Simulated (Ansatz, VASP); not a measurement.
**Ti5AlN6 in VASP and in Ansatz**

The input INCAR:

```
PREC = Accurate
ENCUT = 600
EDIFF = 1E-6
ISMEAR = 0
SIGMA = 0.1
LREAL = F
LASPH = T
NELM = 200
ALGO = Normal
ISIF = 2
LWAVE = F
LCHARG = T
ISPIN = 2
MAGMOM = 1 1 1 1 1 0 0 0 0 0 0 0
LORBIT = 11
LMAXMIX = 4
GGA = PE
LELF = T
LVHAR = T
NBANDS = 62
GGA_COMPAT = F
```

KPOINTS

```
Automatic mesh
0
Gamma
  6 6 2
```

The input POSCAR:

```
Ti5AlN6
1.0
    2.9805092000      0.0000000000      0.0000000000
    0.0000000000      2.9805092000      0.0000000000
    0.0000000000      0.0000000000     12.7342438000
Ti Al N
5 1 6
Direct
    0.5000000000      0.5000000000      0.1701970000
    0.0000000000      0.0000000000      0.3316880000
    0.5000000000      0.5000000000      0.5000000000
    0.0000000000      0.0000000000      0.6683120000
    0.5000000000      0.5000000000      0.8298030000
    0.0000000000      0.0000000000      0.0000000000
    0.0000000000      0.0000000000      0.1598570000
    0.5000000000      0.5000000000      0.3341830000
    0.0000000000      0.0000000000      0.5000000000
    0.5000000000      0.5000000000      0.6658170000
    0.0000000000      0.0000000000      0.8401430000
    0.5000000000      0.5000000000      0.0000000000
```

Input for Ansatz:

```yaml
crystal:
  lattice:
    - [2.9805092, 0.0, 0.0]
    - [0.0, 2.9805092, 0.0]
    - [0.0, 0.0, 12.7342438]
  atoms:
    - { symbol: Ti, position: [0.5, 0.5, 0.170197], spin: 1.0 }
    - { symbol: Ti, position: [0.0, 0.0, 0.331688], spin: 1.0 }
    - { symbol: Ti, position: [0.5, 0.5, 0.5], spin: 1.0 }
    - { symbol: Ti, position: [0.0, 0.0, 0.668312], spin: 1.0 }
    - { symbol: Ti, position: [0.5, 0.5, 0.829803], spin: 1.0 }
    - { symbol: Al, position: [0.0, 0.0, 0.0] }
    - { symbol: "N", position: [0.0, 0.0, 0.159857] }
    - { symbol: "N", position: [0.5, 0.5, 0.334183] }
    - { symbol: "N", position: [0.0, 0.0, 0.5] }
    - { symbol: "N", position: [0.5, 0.5, 0.665817] }
    - { symbol: "N", position: [0.0, 0.0, 0.840143] }
    - { symbol: "N", position: [0.5, 0.5, 0.0] }
basis:
  ecutwfc: 420
kpoints:
  mp_grid: { grid: [6, 6, 2] }
hamiltonian:
  xc: pbe
scf:
  occupations: { method: gaussian, width: 0.1 }
  lower_state_search: "off"
output:
  forces: true
  stress: true
  eigenvalues: true
  populations: true
magnetization:
  spin_polarized: true
```

Alike in both runs: task single point; functional PBE; k mesh 6 × 6 × 2; occupations gaussian, width 0.1 eV; collinear spin.

|  | VASP | Ansatz |
| --- | --- | --- |
| version | VASP 6.6.1 | Ansatz 0.2.0 |
| potentials or method | VASP PAW PBE potentials, release 64 (Ti_sv, Al, N), cutoff 600 eV | scalar-relativistic, plane waves, PAW |
| valence electrons in the cell | 93 | 93 |

Ansatz gave:

```
gap on the k mesh at the Fermi level (eV)                     : none
pressure (GPa)                                                : 0.0
traceless stress, the component that is largest in VASP (GPa) : -0.93
rms of the force components (eV/Å)                            : 0.029
net moment per atom (μB)                                      : 0.00
```

Problem. Estimate VASP's values.

Solution. gap on the k mesh at the Fermi level (eV): none; pressure (GPa): 0.3; traceless stress, the component that is largest in VASP (GPa): -0.96; rms of the force components (eV/Å): 0.028; net moment per atom (μB): 0.00.

Atom by atom the forces differ by 0.004 eV/Å (rms over components). A gap of «none» marks a metal or a gap that the smearing closes. The functional is the same, so the differences come from potentials, cutoffs and numerics. Ansatz's warnings: seeded moment not kept.
